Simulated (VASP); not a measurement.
# LiPr3N2 (P3m1) in VASP: single point with PBE

Aim: the single point of LiPr3N2 with PBE.

Program: VASP 6.6.1. These are calculated values, not measurements. Logs are shortened: lines on timing, memory, paths and dates and some standing lists are left out, and cuts for length are marked.

**1. The cell of the first run**

It takes space group P3m1 (No. 156, trigonal). The conventional cell has a = 3.887 Å, b = 3.887 Å, c = 12.290 Å, α = 90.00°, β = 90.00°, γ = 120.00°. Within 4.4 Å of Li (site symmetry 3m) lie 4 Pr at 3.33 to 3.42 Å and 6 Li at 3.89 Å. Pr (site symmetry 3m) has 4 N at 2.39 to 2.47 Å within 3.2 Å. Within 3.0 Å of Pr (site symmetry 3m) lie 1 N at 2.29 Å. Within 3.1 Å of Pr (site symmetry 3m) lie 3 N at 2.38 Å. Within 3.1 Å of N (site symmetry 3m) lie 4 Pr at 2.38 to 2.47 Å. N (site symmetry 3m) has 4 Pr at 2.29 to 2.39 Å within 3.0 Å.

The cell was built from a structure type or drawn by symmetry, and may not be a known phase.

**2. Single point, PBE**

INCAR

```
PREC = Accurate ; ENCUT = 750
EDIFF = 1E-6 ; ISMEAR = 0
SIGMA = 0.1 ; LREAL = False
LASPH = True ; NELM = 200
ALGO = Normal ; ISIF = 2
LWAVE = False ; LCHARG = True
GGA = PE ; LELF = True
LVHAR = True ; NBANDS = 32
GGA_COMPAT = False ; LMAXMIX = 6
```

KPOINTS

```
Automatic mesh
0
Gamma
  12 12 4
```

POSCAR

```
LiPr3N2
1.0
    3.8869050606      0.0000000000      0.0000000000
   -1.9434525303      3.3661585246      0.0000000000
    0.0000000000      0.0000000000     12.2901153949
Li Pr N
1 3 2
Direct
    0.3333333333      0.6666666667      0.7022607190
    0.0000000000      0.0000000000      0.2384145667
    0.6666666667      0.3333333333      0.4922117271
    0.3333333333      0.6666666667      0.9734484660
    0.0000000000      0.0000000000      0.0374000502
    0.6666666667      0.3333333333      0.3062644409
```

Potentials or basis: VASP PAW PBE potentials, release 64 (Li_sv, Pr_3, N), 4f in core.

Launch:

```
> cat potpaw_PBE.64/Li_sv/POTCAR potpaw_PBE.64/Pr_3/POTCAR potpaw_PBE.64/N/POTCAR > POTCAR
> mpirun -np 1 vasp_std > vasp.out
```

OUTCAR:

```text
PREC = Accurate
   ENCUT = 750
   EDIFF = 1E-6
   ISMEAR = 0
   LREAL = False
   LASPH = True
   NELM = 200
   ISIF = 2
   GGA = PE

 ion  position               nearest neighbor table
   1  0.333  0.667  0.702-
   2  0.000  0.000  0.238-   6 2.39   6 2.39   6 2.39   5 2.47   3 3.84   3 3.84   3 3.84
   3  0.667  0.333  0.492-   6 2.29   2 3.84   2 3.84   2 3.84
   4  0.333  0.667  0.973-   5 2.38   5 2.38   5 2.38
   5  0.000  0.000  0.037-   4 2.38   4 2.38   4 2.38   2 2.47
   6  0.667  0.333  0.306-   3 2.29   2 2.39   2 2.39   2 2.39

  LATTYP: Found a hexagonal cell.
 ALAT       =     3.8869050606
 C/A-ratio  =     3.1619283732

  Lattice vectors:

 A1 = (   3.8869050606,   0.0000000000,   0.0000000000)
 A2 = (  -1.9434525303,   3.3661585246,   0.0000000000)
 A3 = (   0.0000000000,   0.0000000000,  12.2901153949)

Analysis of symmetry for initial positions (statically):
=====================================================================
 Subroutine PRICEL returns:
 Original cell was already a primitive cell.

 Routine SETGRP: Setting up the symmetry group for a
 hexagonal supercell.

 Subroutine GETGRP returns: Found  6 space group operations
 (whereof  6 operations were pure point group operations)
 out of a pool of 24 trial point group operations.

The static configuration has the point symmetry C_3v.

Analysis of symmetry for dynamics (positions and initial velocities):
=====================================================================
 Subroutine PRICEL returns:
 Original cell was already a primitive cell.

 Routine SETGRP: Setting up the symmetry group for a
 hexagonal supercell.

 Subroutine GETGRP returns: Found  6 space group operations
 (whereof  6 operations were pure point group operations)
 out of a pool of 24 trial point group operations.

The dynamic configuration has the point symmetry C_3v.

 Subroutine INISYM returns: Found  6 space group operations
 (whereof  6 operations are pure point group operations),
 and found     1 'primitive' translations

----------------------------------------------------------------------------------------

                                     Primitive cell

  volume of cell :     160.8031

  direct lattice vectors                    reciprocal lattice vectors
     3.886905061  0.000000000  0.000000000     0.257274100  0.148537271  0.000000000
    -1.943452530  3.366158525  0.000000000     0.000000000  0.297074541  0.000000000
     0.000000000  0.000000000 12.290115395     0.000000000  0.000000000  0.081366201

  length of vectors
     3.886905061  3.886905061 12.290115395     0.297074541  0.297074541  0.081366201

  position of ions in fractional coordinates (direct lattice)
     0.333333333  0.666666667  0.702260719
     0.000000000  0.000000000  0.238414567
     0.666666667  0.333333333  0.492211727
     0.333333333  0.666666667  0.973448466
     0.000000000  0.000000000  0.037400050
     0.666666667  0.333333333  0.306264441

  ion indices of the primitive-cell ions
   primitive index   ion index
                 1           1
                 2           2
                 3           3
                 4           4
                 5           5
                 6           6

----------------------------------------------------------------------------------------

 KPOINTS: Automatic mesh

Automatic generation of k-mesh.
 Grid dimensions read from file:
 generate k-points for:   12   12    4

 Generating k-lattice:

  Cartesian coordinates                     Fractional coordinates (reciprocal lattice)
     0.021439508  0.012378106  0.000000000     0.083333333  0.000000000  0.000000000
     0.000000000  0.024756212  0.000000000     0.000000000  0.083333333  0.000000000
     0.000000000  0.000000000  0.020341550     0.000000000  0.000000000  0.250000000

  Length of vectors
     0.024756212  0.024756212  0.020341550

  Shift w.r.t. Gamma in fractional coordinates (k-lattice)
     0.000000000  0.000000000  0.000000000

 Subroutine IBZKPT returns following result:
 ===========================================

 Found     69 irreducible k-points:

 Following reciprocal coordinates:
            Coordinates               Weight
  0.000000  0.000000  0.000000      1.000000
  0.083333  0.000000  0.000000      6.000000
  0.166667 -0.000000  0.000000      6.000000
  0.250000  0.000000  0.000000      6.000000
  0.333333  0.000000  0.000000      6.000000
  0.416667  0.000000  0.000000      6.000000
[... 16 lines left out ...]
  0.166667 -0.000000  0.250000      6.000000
  0.000000  0.166667  0.250000      6.000000
 [... further k-points ...]
   k-points           NKPTS =     69   k-points in BZ     NKDIM =     69   number of bands    NBANDS=     32
   number of dos      NEDOS =    301   number of ions     NIONS =      6
   total plane-waves  NPLWV = 145152
   dimension x,y,z NGX =    36 NGY =   36 NGZ =  112
   dimension x,y,z NGXF=    72 NGYF=   72 NGZF=  224
   ions per type =               1   3   2
   NGX,Y,Z   is equivalent  to a cutoff of  15.40, 15.40, 15.15 a.u.
   NGXF,Y,Z  is equivalent  to a cutoff of  30.79, 30.79, 30.30 a.u.
 SYSTEM =  unknown system
   PREC   = accura    normal or accurate (medium, high low for compatibility)
   ISTART =      0    job   : 0-new  1-cont  2-samecut
   ICHARG =      2    charge: 1-file 2-atom 10-const
   ISPIN  =      1    spin polarized calculation?
   LNONCOLLINEAR =      F non collinear calculations
   LSORBIT =      F    spin-orbit coupling
   LASPH  =      T    aspherical Exc in radial PAW
   ENCUT  =  750.0 eV  55.12 Ry    7.42 a.u.   8.68  8.68 27.44*2*pi/ulx,y,z
   NELM   =    200;   NELMIN=  2; NELMDL= -5     # of ELM steps
   EDIFF  = 0.1E-05   stopping-criterion for ELM
   LREAL  =      F    real-space projection
   EDIFFG = 0.1E-04   stopping-criterion for IOM
   NSW    =      0    number of steps for IOM
   IBRION =     -1    ionic relax: 0-MD 1-quasi-New 2-CG
   NFREE  =      0    steps in history (QN), initial steepest desc. (CG)
   ISIF   =      2    stress and relaxation
   ISYM   =      2    0-nonsym 1-usesym 2-fastsym
   POTIM  = 0.5000    time-step for ionic-motion
   TEBEG  =    0.0;   TEEND  =   0.0 temperature during run
   PSTRESS=    0.0 pullay stress
   NELECT =      46.0000    total number of electrons
   NUPDOWN=      -1.0000    fix difference up-down
   EMIN   =  10.00;   EMAX   =-10.00  energy-range for DOS
   EFERMI =   0.00;   METHOD = LEGACY
   ISMEAR =     0;   SIGMA  =   0.10  broadening in eV -4-tet -1-fermi 0-gaus
   EFERMI_NEDOS =   21; number of points for ismear=-14 and -15
   IALGO  =     38    algorithm
   IMIX   =      4    mixing-type and parameters
     AMIX     =   0.40;   BMIX     =  1.00
     AMIX_MAG =   1.60;   BMIX_MAG =  1.00
  volume/ion in A,a.u.               =      26.80       180.86
  Fermi-wavevector in a.u.,A,eV,Ry     =   1.078688  2.038425 15.831309  1.163568
  Thomas-Fermi vector in A             =   2.214634
   LORBIT       =      0    0 simple, 1 ext, 2 COOP (PROOUT), +10 PAW based schemes
   GGA     = PE    functional components
   LHFCALC =     F    Hartree Fock is set to
   AEXX    =    0.0000 exact exchange contribution
   IVDW    =     0    specifies the selected vdW correction
   LEPSILON=     F    determine dielectric tensor
   LRPA    =     F    only Hartree local field effects (RPA)
 non-spin polarized calculation
 Gauss-broadening in eV      SIGMA  =   0.10
  energy-cutoff  :      750.00
  volume of cell :      160.80
 maximum number of plane-waves:      7540
 NGX is ok and might be reduce to    36
   NGX = 17   NGY = 17   NGZ = 55

 number of electron      46.0000005 magnetization

 Free energy of the ion-electron system (eV)
  ---------------------------------------------------
  ext. energy  EPLUGINS =         0.00000000
  ---------------------------------------------------
  free energy    TOTEN  =       -36.87463021 eV

  energy without entropy =      -36.85985210  energy(sigma->0) =      -36.86724115

 E-fermi :   2.8435     XC(G=0):  -8.7434

 val. band max:        2.8337438752   @ k =   0.3333   0.3333   0.0000
 cond. band min:       2.8489785029   @ k =   0.3333   0.3333   0.2500
 fundamental gap:      0.0152346277
 Fermi energy:         2.8435233329

 k-point     1 :       0.0000    0.0000    0.0000
  band No.  band energies     occupation
      1     -44.2361      2.00000
      2     -33.8187      2.00000
      3     -33.6231      2.00000
      4     -33.3583      2.00000
      5     -16.3413      2.00000
      6     -16.0423      2.00000
[... 24 lines left out ...]
     31       5.7849      0.00000
     32       5.7849      0.00000

 k-point     2 :       0.0833    0.0000    0.0000
  band No.  band energies     occupation
      1     -44.2361      2.00000
      2     -33.8144      2.00000
      3     -33.6195      2.00000
      4     -33.3541      2.00000
      5     -16.3337      2.00000
      6     -16.0474      2.00000
[... 24 lines left out ...]
     31       5.7643      0.00000
     32       5.8375      0.00000

 k-point     3 :       0.1667   -0.0000    0.0000
  band No.  band energies     occupation
      1     -44.2360      2.00000
      2     -33.8025      2.00000
      3     -33.6098      2.00000
      4     -33.3426      2.00000
      5     -16.3229      2.00000
      6     -16.0750      2.00000
[... 24 lines left out ...]
     31       5.8468      0.00000
     32       5.9100      0.00000

 k-point     4 :       0.2500    0.0000    0.0000
  band No.  band energies     occupation
      1     -44.2358      2.00000
      2     -33.7861      2.00000
      3     -33.5966      2.00000
      4     -33.3269      2.00000
      5     -16.3526      2.00000
      6     -16.1674      2.00000
[... 654 lines left out ...]
     31       5.6925      0.00000
     32       5.8526      0.00000

 k-point    23 :       0.1667   -0.0000    0.2500
  band No.  band energies     occupation
      1     -44.2360      2.00000
      2     -33.8025      2.00000
      3     -33.6098      2.00000
      4     -33.3426      2.00000
      5     -16.3231      2.00000
      6     -16.0747      2.00000
[... 24 lines left out ...]
     31       5.8469      0.00000
     32       5.8615      0.00000

 k-point    24 :       0.0000    0.1667    0.2500
  band No.  band energies     occupation
      1     -44.2360      2.00000
      2     -33.8025      2.00000
      3     -33.6098      2.00000
      4     -33.3426      2.00000
      5     -16.3231      2.00000
      6     -16.0747      2.00000
[... 24 lines left out ...]
     31       5.8143      0.00000
     32       5.8964      0.00000

 [... further k-points ...]

------------------------ aborting loop because EDIFF is reached ----------------------------------------

  FORCE on cell =-STRESS in cart. coord.  units (eV):
  Direction    XX          YY          ZZ          XY          YZ          ZX
  --------------------------------------------------------------------------------------
  -------------------------------------------------------------------------------------
  Total       -0.0977526     -0.0977526     -0.1258211      0.0000000      0.0000000     -0.0000000
  in kB       -0.9739670     -0.9739670     -1.2536303      0.0000000      0.0000000     -0.0000000
  external PRESSURE =      -1.0671881 kB  Pullay stress =       0.0000000 kB

 VOLUME and BASIS-vectors are now :
 -----------------------------------------------------------------------------
  energy-cutoff  :      750.00
  volume of cell :      160.80
      direct lattice vectors                 reciprocal lattice vectors
     3.886905061  0.000000000  0.000000000     0.257274100  0.148537271  0.000000000
    -1.943452530  3.366158525  0.000000000     0.000000000  0.297074541  0.000000000
     0.000000000  0.000000000 12.290115395     0.000000000  0.000000000  0.081366201

 POSITION                                       TOTAL-FORCE (eV/Angst)
 -----------------------------------------------------------------------------------
     -0.00000      2.24411      8.63087        -0.000000     -0.000000      0.003126
      0.00000      0.00000      2.93014        -0.000000      0.000000      0.011196
      1.94345      1.12205      6.04934         0.000000     -0.000000     -0.024585
     -0.00000      2.24411     11.96379        -0.000000     -0.000000      0.012448
      0.00000      0.00000      0.45965        -0.000000      0.000000     -0.004408
      1.94345      1.12205      3.76403        -0.000000      0.000000      0.002223
 -----------------------------------------------------------------------------------
    total drift:                               -0.000000      0.000000      0.000187

  FREE ENERGIE OF THE ION-ELECTRON SYSTEM (eV)
  ---------------------------------------------------
  free  energy   TOTEN  =       -36.8746302103 eV

  energy  without entropy=      -36.8598520997  energy(sigma->0) =      -36.86724115
```

Run time: 6.7 min. Hardware: 1 thread of AMD EPYC 9R45 (Zen 5), shared host; peak memory 0.71 GiB.

Results:

| Item | Value |
| --- | --- |
| Free energy | -36.8746 eV |
| Pressure | -0.1 GPa |
| Largest force | 0.025 eV/Å |
| Band gap on the k mesh | zero (bands 23 and 24 overlap by 0.17 eV) |

Forces on the atoms (eV/Å):
```
Li   0.000  0.000  0.003
Pr   0.000  0.000  0.011
Pr   0.000  0.000 -0.025
Pr   0.000  0.000  0.012
N    0.000  0.000 -0.004
N    0.000  0.000  0.002
```

Caveat: spin-orbit coupling is left out, which moves the levels of the heavy elements; the 4f electrons are frozen in the core, so they carry no moment and show no levels; the run has no spin polarisation, though such a crystal can be magnetic. Spin polarisation is off, so any magnetic state and its effect on volume and gap are missing.
